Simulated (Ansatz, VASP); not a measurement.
**Ca in VASP and in Ansatz**

File INCAR:

```
PREC = Accurate ; ENCUT = 520
EDIFF = 1E-6 ; ISMEAR = 0
SIGMA = 0.15 ; LREAL = F
LASPH = T ; NELM = 80
ALGO = Fast ; ISIF = 2
LWAVE = F ; LCHARG = F
NBANDS = 11
```

File KPOINTS:

```
Automatic mesh
0
Gamma
  16 16 16
```

File POSCAR:

```
Ca
1.0
    0.0000000000      3.2256682742      2.0966843783
    3.2256682742      0.0000000000      2.0966843783
    3.2256682742      3.2256682742      0.0000000000
Ca
1
Direct
    0.0000000000      0.0000000000      0.0000000000
```

Input for Ansatz:

```yaml
crystal:
  lattice:
    - [0.0, 3.2256682742, 2.0966843783]
    - [3.2256682742, 0.0, 2.0966843783]
    - [3.2256682742, 3.2256682742, 0.0]
  atoms:
    - { symbol: Ca, position: [0.0, 0.0, 0.0] }
basis:
  ecutwfc: 420
kpoints:
  mp_grid: { grid: [16, 16, 16] }
hamiltonian:
  xc: lda
scf:
  occupations: { method: gaussian, width: 0.15 }
output:
  forces: true
  stress: true
  eigenvalues: true
```

Alike in both runs: task single point; functional LDA; k mesh 16 × 16 × 16; occupations gaussian, width 0.15 eV; no spin polarisation.

```csv
,VASP,Ansatz
version,VASP 6.6.1,Ansatz 0.2.0
potentials or method,"VASP PAW LDA potentials, release 64 (Ca_sv), cutoff 520 eV","scalar-relativistic, plane waves, PAW"
valence electrons in the cell,10,10
```

```tsv
	VASP	Ansatz	Ansatz less VASP
gap on the k mesh at the Fermi level (eV)	none	none	-
pressure (GPa)	-2.2	-2.2	0.00
traceless stress, the component that is largest in VASP (GPa)	0.08	0.08	-0.002
```

LDA's correlation is that of Perdew and Zunger in VASP and of Perdew and Wang (1992) in Ansatz. A gap of «none» marks a metal or a gap that the smearing closes.
